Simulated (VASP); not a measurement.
# Sc3Al in VASP: further runs

Sc3Al is run at these levels: PBEsol; tasks: single point.

Everything below comes from runs of VASP 6.6.1. Logs are shortened: lines on timing, memory, paths and dates and some standing lists are left out, and cuts for length are marked.

### Step 1. The cell of the first run

Symmetry: Pm-3m, No. 221, cubic system. The conventional cell has a = 4.375 Å, b = 4.375 Å, c = 4.375 Å, α = 90.00°, β = 90.00°, γ = 90.00°. Within 4.1 Å of Sc (site symmetry 4/mmm) lie 8 Sc at 3.09 Å and 4 Al at 3.09 Å. Within 4.1 Å of Al (site symmetry m-3m) lie 12 Sc at 3.09 Å.

### Step 2. Single point, PBEsol

Contents of INCAR:

```
PREC     = Accurate       # precision mode
ENCUT    = 520            # plane-wave cutoff, eV
EDIFF    = 1E-6           # SCF threshold, eV
ISMEAR   = 0              # smearing method
SIGMA    = 0.15           # smearing width, eV
LREAL    = F              # projectors in reciprocal space
LASPH    = T              # aspherical terms in the spheres
NELM     = 60             # most SCF steps
ALGO     = Fast           # electronic algorithm
ISIF     = 2              # what is computed and relaxed
LWAVE    = F              # write WAVECAR
LCHARG   = T              # write CHGCAR
GGA      = PS             # functional
LELF     = T              # ELF
LVHAR    = T            
NBANDS   = 26             # bands
```

Contents of KPOINTS:

```
Automatic mesh
0
Gamma
  12 12 12
```

Contents of POSCAR:

```
Sc3Al
1.0
    4.3747949987      0.0000000000      0.0000000000
    0.0000000000      4.3747949987      0.0000000000
    0.0000000000      0.0000000000      4.3747949987
Sc Al
3 1
Direct
    0.5000000000      0.0000000000      0.5000000000
    0.0000000000      0.5000000000      0.5000000000
    0.5000000000      0.5000000000      0.0000000000
    0.0000000000      0.0000000000      0.0000000000
```

Potentials or basis: VASP PAW PBE potentials, release 64 (Sc_sv, Al).

On the command line:

```sh
> cat potpaw_PBE.64/Sc_sv/POTCAR potpaw_PBE.64/Al/POTCAR > POTCAR
> mpirun -np 1 vasp_std > vasp.out
```

OUTCAR:

```text
PREC = Accurate
   ENCUT = 520
   EDIFF = 1E-6
   ISMEAR = 0
   LREAL = F
   LASPH = T
   NELM = 60
   ISIF = 2
   GGA = PS

 ion  position               nearest neighbor table
   1  0.500  0.000  0.500-   2 3.09   3 3.09   4 3.09   3 3.09   4 3.09   2 3.09   3 3.09   3 3.09
                             2 3.09   4 3.09   4 3.09   2 3.09
   2  0.000  0.500  0.500-   1 3.09   3 3.09   4 3.09   3 3.09   4 3.09   1 3.09   4 3.09   4 3.09
                             1 3.09   3 3.09   3 3.09   1 3.09
   3  0.500  0.500  0.000-   1 3.09   2 3.09   4 3.09   1 3.09   2 3.09   1 3.09   4 3.09   1 3.09
                             2 3.09   4 3.09   2 3.09   4 3.09
   4  0.000  0.000  0.000-   1 3.09   2 3.09   3 3.09   1 3.09   2 3.09   2 3.09   3 3.09   2 3.09
                             1 3.09   3 3.09   1 3.09   3 3.09

  LATTYP: Found a simple cubic cell.
 ALAT       =     4.3747949987

  Lattice vectors:

 A1 = (   4.3747949987,   0.0000000000,   0.0000000000)
 A2 = (   0.0000000000,   4.3747949987,   0.0000000000)
 A3 = (   0.0000000000,   0.0000000000,   4.3747949987)

Analysis of symmetry for initial positions (statically):
=====================================================================
 Subroutine PRICEL returns:
 Original cell was already a primitive cell.

 Routine SETGRP: Setting up the symmetry group for a
 simple cubic supercell.

 Subroutine GETGRP returns: Found 48 space group operations
 (whereof 48 operations were pure point group operations)
 out of a pool of 48 trial point group operations.

The static configuration has the point symmetry O_h .

Analysis of symmetry for dynamics (positions and initial velocities):
=====================================================================
 Subroutine PRICEL returns:
 Original cell was already a primitive cell.

 Routine SETGRP: Setting up the symmetry group for a
 simple cubic supercell.

 Subroutine GETGRP returns: Found 48 space group operations
 (whereof 48 operations were pure point group operations)
 out of a pool of 48 trial point group operations.

The dynamic configuration has the point symmetry O_h .

 Subroutine INISYM returns: Found 48 space group operations
 (whereof 48 operations are pure point group operations),
 and found     1 'primitive' translations

----------------------------------------------------------------------------------------

                                     Primitive cell

  volume of cell :      83.7285

  direct lattice vectors                    reciprocal lattice vectors
     4.374794999  0.000000000  0.000000000     0.228582139  0.000000000  0.000000000
     0.000000000  4.374794999  0.000000000     0.000000000  0.228582139  0.000000000
     0.000000000  0.000000000  4.374794999     0.000000000  0.000000000  0.228582139

  length of vectors
     4.374794999  4.374794999  4.374794999     0.228582139  0.228582139  0.228582139

  position of ions in fractional coordinates (direct lattice)
     0.500000000  0.000000000  0.500000000
     0.000000000  0.500000000  0.500000000
     0.500000000  0.500000000  0.000000000
     0.000000000  0.000000000  0.000000000

  ion indices of the primitive-cell ions
   primitive index   ion index
                 1           1
                 2           2
                 3           3
                 4           4

----------------------------------------------------------------------------------------

 KPOINTS: Automatic mesh

Automatic generation of k-mesh.
 Grid dimensions read from file:
 generate k-points for:   12   12   12

 Generating k-lattice:

  Cartesian coordinates                     Fractional coordinates (reciprocal lattice)
     0.019048512  0.000000000  0.000000000     0.083333333  0.000000000  0.000000000
     0.000000000  0.019048512  0.000000000     0.000000000  0.083333333  0.000000000
     0.000000000  0.000000000  0.019048512     0.000000000  0.000000000  0.083333333

  Length of vectors
     0.019048512  0.019048512  0.019048512

  Shift w.r.t. Gamma in fractional coordinates (k-lattice)
     0.000000000  0.000000000  0.000000000

 Subroutine IBZKPT returns following result:
 ===========================================

 Found     84 irreducible k-points:

 Following reciprocal coordinates:
            Coordinates               Weight
  0.000000  0.000000  0.000000      1.000000
  0.083333  0.000000  0.000000      6.000000
  0.166667  0.000000  0.000000      6.000000
  0.250000  0.000000  0.000000      6.000000
  0.333333  0.000000  0.000000      6.000000
  0.416667  0.000000  0.000000      6.000000
[... 16 lines left out ...]
  0.333333  0.333333  0.000000     12.000000
  0.416667  0.333333  0.000000     24.000000
 [... further k-points ...]
   k-points           NKPTS =     84   k-points in BZ     NKDIM =     84   number of bands    NBANDS=     26
   number of dos      NEDOS =    301   number of ions     NIONS =      4
   total plane-waves  NPLWV =  46656
   dimension x,y,z NGX =    36 NGY =   36 NGZ =   36
   dimension x,y,z NGXF=    72 NGYF=   72 NGZF=   72
   ions per type =               3   1
   NGX,Y,Z   is equivalent  to a cutoff of  13.68, 13.68, 13.68 a.u.
   NGXF,Y,Z  is equivalent  to a cutoff of  27.36, 27.36, 27.36 a.u.
 SYSTEM =  unknown system
   PREC   = accura    normal or accurate (medium, high low for compatibility)
   ISTART =      0    job   : 0-new  1-cont  2-samecut
   ICHARG =      2    charge: 1-file 2-atom 10-const
   ISPIN  =      1    spin polarized calculation?
   LNONCOLLINEAR =      F non collinear calculations
   LSORBIT =      F    spin-orbit coupling
   LASPH  =      T    aspherical Exc in radial PAW
   ENCUT  =  520.0 eV  38.22 Ry    6.18 a.u.   8.13  8.13  8.13*2*pi/ulx,y,z
   NELM   =     60;   NELMIN=  2; NELMDL= -5     # of ELM steps
   EDIFF  = 0.1E-05   stopping-criterion for ELM
   LREAL  =      F    real-space projection
[... 7 lines left out ...]
   TEBEG  =    0.0;   TEEND  =   0.0 temperature during run
   PSTRESS=    0.0 pullay stress
   NELECT =      36.0000    total number of electrons
   NUPDOWN=      -1.0000    fix difference up-down
   EMIN   =  10.00;   EMAX   =-10.00  energy-range for DOS
   EFERMI =   0.00;   METHOD = LEGACY
   ISMEAR =     0;   SIGMA  =   0.15  broadening in eV -4-tet -1-fermi 0-gaus
   EFERMI_NEDOS =   21; number of points for ismear=-14 and -15
   IALGO  =     68    algorithm
   IMIX   =      4    mixing-type and parameters
     AMIX     =   0.40;   BMIX     =  1.00
     AMIX_MAG =   1.60;   BMIX_MAG =  1.00
  volume/ion in A,a.u.               =      20.93       141.26
  Fermi-wavevector in a.u.,A,eV,Ry     =   1.235619  2.334982 20.772758  1.526755
  Thomas-Fermi vector in A             =   2.370261
   LORBIT       =      0    0 simple, 1 ext, 2 COOP (PROOUT), +10 PAW based schemes
   GGA     = PS    functional components
   LHFCALC =     F    Hartree Fock is set to
   AEXX    =    0.0000 exact exchange contribution
   IVDW    =     0    specifies the selected vdW correction
   LEPSILON=     F    determine dielectric tensor
   LRPA    =     F    only Hartree local field effects (RPA)
 non-spin polarized calculation
 RMM-DIIS sequential band-by-band and
 Gauss-broadening in eV      SIGMA  =   0.15
  energy-cutoff  :      520.00
  volume of cell :       83.73
 maximum number of plane-waves:      2301
 NGX is ok and might be reduce to    36
   NGX = 17   NGY = 17   NGZ = 17

 number of electron      35.9999994 magnetization

 Free energy of the ion-electron system (eV)
  ---------------------------------------------------
  ext. energy  EPLUGINS =         0.00000000
  ---------------------------------------------------
  free energy    TOTEN  =       -24.97116428 eV

  energy without entropy =      -24.91005573  energy(sigma->0) =      -24.94061000

 E-fermi :   4.8491     XC(G=0): -10.3603

 val. band max:        4.8440357436   @ k =   0.2500   0.1667   0.1667
 cond. band min:       4.8505069689   @ k =   0.5000   0.4167   0.1667
 fundamental gap:      0.0064712253
 Fermi energy:         4.8491030402

 k-point     1 :       0.0000    0.0000    0.0000
  band No.  band energies     occupation
      1     -44.2639      2.00000
      2     -44.1459      2.00000
      3     -44.1459      2.00000
      4     -23.1872      2.00000
      5     -23.1872      2.00000
      6     -23.1872      2.00000
[... 18 lines left out ...]
     25       7.2943      0.00000
     26       8.5007      0.00000

 k-point     2 :       0.0833    0.0000    0.0000
  band No.  band energies     occupation
      1     -44.2621      2.00000
      2     -44.1477      2.00000
      3     -44.1459      2.00000
      4     -23.1828      2.00000
      5     -23.1828      2.00000
      6     -23.1806      2.00000
[... 18 lines left out ...]
     25       7.3784      0.00000
     26       8.4648      0.00000

 k-point     3 :       0.1667    0.0000    0.0000
  band No.  band energies     occupation
      1     -44.2569      2.00000
      2     -44.1529      2.00000
      3     -44.1458      2.00000
      4     -23.1701      2.00000
      5     -23.1701      2.00000
      6     -23.1609      2.00000
[... 18 lines left out ...]
     25       7.5613      0.00000
     26       8.2209      0.00000

 k-point     4 :       0.2500    0.0000    0.0000
  band No.  band energies     occupation
      1     -44.2489      2.00000
      2     -44.1609      2.00000
      3     -44.1458      2.00000
      4     -23.1511      2.00000
      5     -23.1511      2.00000
      6     -23.1292      2.00000
[... 18 lines left out ...]
     25       7.6679      0.00000
     26       7.8774      0.00000
[... 496 lines left out ...]
      1     -44.2128      2.00000
      2     -44.1849      2.00000
      3     -44.1570      2.00000
      4     -23.1393      2.00000
      5     -23.0849      2.00000
      6     -23.0575      2.00000
[... 18 lines left out ...]
     25       7.6435      0.00000
     26       7.9176      0.00000

 k-point    23 :       0.3333    0.3333    0.0000
  band No.  band energies     occupation
      1     -44.2181      2.00000
      2     -44.1751      2.00000
      3     -44.1615      2.00000
      4     -23.1687      2.00000
      5     -23.0656      2.00000
      6     -23.0623      2.00000
[... 18 lines left out ...]
     25       7.4222      0.00000
     26       7.8123      0.00000

 k-point    24 :       0.4167    0.3333    0.0000
  band No.  band energies     occupation
      1     -44.2094      2.00000
      2     -44.1808      2.00000
      3     -44.1644      2.00000
      4     -23.1613      2.00000
      5     -23.0985      2.00000
      6     -23.0372      2.00000
[... 18 lines left out ...]
     25       7.4672      0.00000
     26       7.5939      0.00000

 [... further k-points ...]

------------------------ aborting loop because EDIFF is reached ----------------------------------------

  FORCE on cell =-STRESS in cart. coord.  units (eV):
  Direction    XX          YY          ZZ          XY          YZ          ZX
  --------------------------------------------------------------------------------------
  -------------------------------------------------------------------------------------
  Total        0.0417088      0.0417088      0.0417088      0.0000000     -0.0000000      0.0000000
  in kB        0.7981145      0.7981145      0.7981145      0.0000000     -0.0000000      0.0000000
  external PRESSURE =       0.7981145 kB  Pullay stress =       0.0000000 kB

 VOLUME and BASIS-vectors are now :
 -----------------------------------------------------------------------------
  energy-cutoff  :      520.00
  volume of cell :       83.73
      direct lattice vectors                 reciprocal lattice vectors
     4.374794999  0.000000000  0.000000000     0.228582139  0.000000000  0.000000000
     0.000000000  4.374794999  0.000000000     0.000000000  0.228582139  0.000000000
     0.000000000  0.000000000  4.374794999     0.000000000  0.000000000  0.228582139

 POSITION                                       TOTAL-FORCE (eV/Angst)
 -----------------------------------------------------------------------------------
      2.18740      0.00000      2.18740         0.000000      0.000000      0.000000
      0.00000      2.18740      2.18740         0.000000      0.000000      0.000000
      2.18740      2.18740      0.00000         0.000000      0.000000      0.000000
      0.00000      0.00000      0.00000         0.000000      0.000000      0.000000
 -----------------------------------------------------------------------------------
    total drift:                                0.000000      0.000000      0.000000

  FREE ENERGIE OF THE ION-ELECTRON SYSTEM (eV)
  ---------------------------------------------------
  free  energy   TOTEN  =       -24.9711642774 eV

  energy  without entropy=      -24.9100557276  energy(sigma->0) =      -24.94061000
```

It took 3.1 min on 1 thread of Intel Xeon Platinum 8259CL at 2.50GHz (Skylake/Cascade Lake), shared host; peak memory 0.31 GiB.

What came out:

```yaml
Free_energy: -24.9712 eV
Pressure: 0.1 GPa
Band_gap_on_the_k_mesh: zero (bands 18 and 19 overlap by 1.33 eV)
```

Caveat: the PAW data sets were made with another functional, which shifts forces and pressure a little.

[end of part 1 of 2]
